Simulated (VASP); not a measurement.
# Li3Dy (P4/mmm) in VASP: relaxation of cell and atoms with PBE

Aim: the relaxation of cell and atoms of Li3Dy with PBE.

Everything below comes from runs of VASP 6.6.1. Logs are shortened: lines on timing, memory, paths and dates and some standing lists are left out, and cuts for length are marked.

## Step 1: The cell of the first run

Symmetry: P4/mmm, No. 123, tetragonal system. The conventional cell has a = 4.129 Å, b = 4.129 Å, c = 5.985 Å, α = 90.00°, β = 90.00°, γ = 90.00°. Li (site symmetry 4/mmm) has 6 Li at 2.92 to 2.99 Å within 3.8 Å. Within 3.8 Å of Li (site symmetry 4/mmm) lie 4 Li at 2.92 Å and 2 Dy at 2.99 Å. Within 3.8 Å of Li (site symmetry 4/mmm) lie 4 Dy at 2.92 Å and 2 Li at 2.99 Å. Dy (site symmetry 4/mmm) has 6 Li at 2.92 to 2.99 Å within 3.8 Å.

The cell was generated, and may not be a known phase.

## Step 2: Relaxation of cell and atoms, PBE

INCAR

```
  PREC = Accurate
  ENCUT = 750
  EDIFF = 1E-7
  ISMEAR = 0
  SIGMA = 0.1
  LREAL = F
  LASPH = T
  NELM = 200
  ALGO = Normal
  ISIF = 3
  LWAVE = F
  LCHARG = F
  GGA = PE
  IBRION = 2
  NSW = 100
  EDIFFG = -0.01
  GGA_COMPAT = F
  NELMIN = 4
  LMAXMIX = 6
```

KPOINTS

```
regular mesh
0
Gamma
  12 12 8
```

POSCAR

```
Li3Dy
1.0
    4.1290793918      0.0000000000      0.0000000000
    0.0000000000      4.1290793918      0.0000000000
    0.0000000000      0.0000000000      5.9848003404
Li Dy
3 1
Direct
    0.0000000000      0.0000000000      0.0000000000
    0.5000000000      0.5000000000      0.0000000000
    0.0000000000      0.0000000000      0.5000000000
    0.5000000000      0.5000000000      0.5000000000
```

Potentials or basis: VASP PAW PBE potentials, release 64 (Li_sv, Dy_3), 4f in core.

Run with:

```console
$ cat potpaw_PBE.64/Li_sv/POTCAR potpaw_PBE.64/Dy_3/POTCAR > POTCAR
$ mpirun -np 1 vasp_std > vasp.out
```

OUTCAR:

```text
PREC = Accurate
   ENCUT = 750
   EDIFF = 1E-7
   ISMEAR = 0
   LREAL = F
   LASPH = T
   NELM = 200
   ISIF = 3
   GGA = PE
   IBRION = 2
   NSW = 100
   EDIFFG = -0.01
   NELMIN = 4

 ion  position               nearest neighbor table
   1  0.000  0.000  0.000-
   2  0.500  0.500  0.000-   4 2.99   4 2.99
   3  0.000  0.000  0.500-   4 2.92   4 2.92   4 2.92   4 2.92
   4  0.500  0.500  0.500-   3 2.92   3 2.92   3 2.92   3 2.92   2 2.99   2 2.99

  LATTYP: Found a simple tetragonal cell.
 ALAT       =     4.1290793918
 C/A-ratio  =     1.4494272869

  Lattice vectors:

 A1 = (   4.1290793918,   0.0000000000,   0.0000000000)
 A2 = (   0.0000000000,   4.1290793918,   0.0000000000)
 A3 = (   0.0000000000,   0.0000000000,   5.9848003404)

Analysis of symmetry for initial positions (statically):
=====================================================================
 Subroutine PRICEL returns:
 Original cell was already a primitive cell.

 Routine SETGRP: Setting up the symmetry group for a
 simple tetragonal supercell.

 Subroutine GETGRP returns: Found 16 space group operations
 (whereof 16 operations were pure point group operations)
 out of a pool of 16 trial point group operations.

The static configuration has the point symmetry D_4h.

Analysis of symmetry for dynamics (positions and initial velocities):
=====================================================================
 Subroutine PRICEL returns:
 Original cell was already a primitive cell.

 Routine SETGRP: Setting up the symmetry group for a
 simple tetragonal supercell.

 Subroutine GETGRP returns: Found 16 space group operations
 (whereof 16 operations were pure point group operations)
 out of a pool of 16 trial point group operations.

The dynamic configuration has the point symmetry D_4h.

 Subroutine INISYM returns: Found 16 space group operations
 (whereof 16 operations are pure point group operations),
 and found     1 'primitive' translations

----------------------------------------------------------------------------------------

                                     Primitive cell

  volume of cell :     102.0366

  direct lattice vectors                    reciprocal lattice vectors
     4.129079392  0.000000000  0.000000000     0.242184735  0.000000000  0.000000000
     0.000000000  4.129079392  0.000000000     0.000000000  0.242184735  0.000000000
     0.000000000  0.000000000  5.984800340     0.000000000  0.000000000  0.167089952

  length of vectors
     4.129079392  4.129079392  5.984800340     0.242184735  0.242184735  0.167089952

[... 107 lines left out ...]
  Thomas-Fermi vector in A             =   2.043199
   LORBIT       =      0    0 simple, 1 ext, 2 COOP (PROOUT), +10 PAW based schemes
   GGA     = PE    functional components
   LHFCALC =     F    Hartree Fock is set to
   AEXX    =    0.0000 exact exchange contribution
   IVDW    =     0    specifies the selected vdW correction
   LEPSILON=     F    determine dielectric tensor
   LRPA    =     F    only Hartree local field effects (RPA)
 conjugate gradient relaxation of ions
 non-spin polarized calculation
 Gauss-broadening in eV      SIGMA  =   0.10
  energy-cutoff  :      750.00
  volume of cell :      102.04
 maximum number of plane-waves:      4794
 NGX is ok and might be reduce to    40
   NGX = 19   NGY = 19   NGZ = 27

--------------------------------------- Ionic step        1  -------------------------------------------

 number of electron      17.9999984 magnetization

 Free energy of the ion-electron system (eV)
  ---------------------------------------------------
  ext. energy  EPLUGINS =         0.00000000
  ---------------------------------------------------
  free energy    TOTEN  =        -8.41266148 eV

  energy without entropy =       -8.38312134  energy(sigma->0) =       -8.39789141

------------------------ aborting loop because EDIFF is reached ----------------------------------------

  FORCE on cell =-STRESS in cart. coord.  units (eV):
  Direction    XX          YY          ZZ          XY          YZ          ZX
  --------------------------------------------------------------------------------------
  -------------------------------------------------------------------------------------
  Total       -0.0910585     -0.0910585      0.0601901      0.0000000     -0.0000000      0.0000000
  in kB       -1.4297984     -1.4297984      0.9451038      0.0000000     -0.0000000      0.0000000
  external PRESSURE =      -0.6381643 kB  Pullay stress =       0.0000000 kB
[... 63 lines left out ...]
--------------------------------------- Ionic step        3  -------------------------------------------

 number of electron      17.9999983 magnetization

 Free energy of the ion-electron system (eV)
  ---------------------------------------------------
  ext. energy  EPLUGINS =         0.00000000
  ---------------------------------------------------
  free energy    TOTEN  =        -8.41292238 eV

  energy without entropy =       -8.38313614  energy(sigma->0) =       -8.39802926

 E-fermi :   1.0604     XC(G=0):  -7.7422

 val. band max:        1.0558242012   @ k =   0.4167   0.4167   0.3750
 cond. band min:       1.0621520283   @ k =   0.4167   0.0833   0.0000
 fundamental gap:      0.0063278272
 Fermi energy:         1.0604446557

 k-point     1 :       0.0000    0.0000    0.0000
  band No.  band energies     occupation
      1     -45.9339      2.00000
      2     -45.3293      2.00000
      3     -45.1366      2.00000
      4     -23.2359      2.00000
      5     -23.0838      2.00000
      6     -23.0838      2.00000
      7      -2.8486      2.00000
      8       0.4862      2.00000
      9       0.6611      2.00000
     10       1.1122      0.46418
     11       3.3076      0.00000
     12       3.3076      0.00000
     13       3.7711      0.00000
[... 354 lines left out ...]
  band No.  band energies     occupation
      1     -45.9335      2.00000
      2     -45.3293      2.00000
      3     -45.1365      2.00000
      4     -23.2247      2.00000
      5     -23.1487      2.00000
      6     -23.1341      2.00000
      7      -0.5017      2.00000
      8       0.4934      2.00000
      9       1.0713      0.87820
     10       1.3465      0.00005
     11       1.8240      0.00000
     12       2.0404      0.00000
     13       3.2604      0.00000

 [... further k-points ...]

------------------------ aborting loop because EDIFF is reached ----------------------------------------

  FORCE on cell =-STRESS in cart. coord.  units (eV):
  Direction    XX          YY          ZZ          XY          YZ          ZX
  --------------------------------------------------------------------------------------
  -------------------------------------------------------------------------------------
  Total       -0.0033196     -0.0033196     -0.0087534      0.0000000      0.0000000     -0.0000000
  in kB       -0.0522877     -0.0522877     -0.1378779      0.0000000      0.0000000     -0.0000000
  external PRESSURE =      -0.0808178 kB  Pullay stress =       0.0000000 kB
[... 19 lines left out ...]
  FREE ENERGIE OF THE ION-ELECTRON SYSTEM (eV)
  ---------------------------------------------------
  free  energy   TOTEN  =        -8.4129223786 eV

  energy  without entropy=       -8.3831361399  energy(sigma->0) =       -8.39802926

 reached required accuracy - stopping structural energy minimisation
```

CONTCAR:

```text
Li3Dy
   1.00000000000000
     4.1194196078483296    0.0000000000000000    0.0000000000000000
     0.0000000000000000    4.1194196078483296    0.0000000000000000
     0.0000000000000000   -0.0000000000000000    5.9940551722498014
  Li              Dy
     3     1
Direct
     0.0000000000000000    0.0000000000000000    0.0000000000000000
     0.5000000000000000    0.5000000000000000    0.0000000000000000
     0.0000000000000000    0.0000000000000000    0.5000000000000000
     0.5000000000000000    0.5000000000000000    0.5000000000000000

  0.00000000E+00  0.00000000E+00  0.00000000E+00
  0.00000000E+00  0.00000000E+00  0.00000000E+00
  0.00000000E+00  0.00000000E+00  0.00000000E+00
  0.00000000E+00  0.00000000E+00  0.00000000E+00
```

Run time: 7.6 min. Hardware: 1 thread of Intel Xeon Platinum 8488C (Sapphire Rapids), shared host; peak memory 0.52 GiB.

What came out:

* Free energy: -8.4129 eV
* Relaxed volume: 25.43 Å³/atom
* Relaxed cell: a = 4.119 Å, b = 4.119 Å, c = 5.994 Å, α = 90.00°, β = 90.00°, γ = 90.00°
* Space group after relaxing (to 0.1 Å): P4/mmm (No. 123)
* Energy gained by relaxing: 0.1 meV/atom
* Ionic steps: 3
* Pressure after relaxing: 0.0 GPa
* Band gap on the k mesh: zero (bands 9 and 10 overlap by 0.82 eV)

The path:
```
step  energy change (eV)  largest force (eV/Å)  pressure (GPa)  volume (Å³)
   1              0.0000                0.0000           -0.06       102.04
   2             -0.0002                0.0000           -0.04       101.89
   3             -0.0003                0.0000           -0.01       101.72
```

Final structure:
```
Li Dy
1.0
     4.11942    0.00000    0.00000
     0.00000    4.11942    0.00000
     0.00000    0.00000    5.99406
Li Dy
3 1
Direct
  0.00000 0.00000 0.00000
  0.50000 0.50000 0.00000
  0.00000 0.00000 0.50000
  0.50000 0.50000 0.50000
```

Caveat: spin-orbit coupling is left out, which moves the levels of the heavy elements; the 4f electrons are frozen in the core, so they carry no moment and show no levels. Spin polarisation is off, so any magnetic state and its effect on volume and gap are missing.
